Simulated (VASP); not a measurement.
Crystal: BeAl2.

```
Be Al
1.0
     4.37208    0.00000    0.00000
    -2.18604    3.78633    0.00000
     0.00000    0.00000    5.20468
Be Al
2 4
Direct
  0.33333 0.66667 0.00000
  0.66667 0.33333 0.00000
  0.00000 0.00000 0.75728
  0.00000 0.00000 0.24272
  0.33333 0.66667 0.50000
  0.66667 0.33333 0.50000
```

- Program: VASP 6.6.1
- Task: relaxation of cell and atoms
- Functional: PBE
- Potentials or basis: VASP PAW PBE potentials, release 64 (Be, Al)
- Cutoff: 600 eV
- k mesh: 12 × 12 × 8
- Occupations: gaussian, width 0.1 eV
- Spin: no spin polarisation

At the start: pressure -0.1 GPa; volume 14.36 Å³/atom.

Problem. Where does the relaxation end?

Solution. Over 6 steps the energy falls by 5.6 meV/atom and the volume is 14.33 Å³/atom (-0.2 %); space group P6/mmm (No. 191, to 0.1 Å) before and after.

The path:
```csv
step,energy change (eV),largest force (eV/Å),pressure (GPa),volume (Å³)
1,0.0000,0.0911,-0.14,86.16
2,-0.0281,0.1261,-0.04,85.99
3,-0.0317,0.1470,0.04,85.90
4,-0.0318,0.1518,0.06,85.89
5,-0.0334,0.0381,0.00,85.95
6,-0.0335,0.0018,-0.01,85.98
```

Final structure:
```
Be Al
1.0
     4.31899    0.00000    0.00000
    -2.15950    3.74036    0.00000
     0.00000    0.00000    5.32216
Be Al
2 4
Direct
  0.33333 0.66667 0.00000
  0.66667 0.33333 0.00000
  0.00000 0.00000 0.76068
  0.00000 0.00000 0.23932
  0.33333 0.66667 0.50000
  0.66667 0.33333 0.50000
```
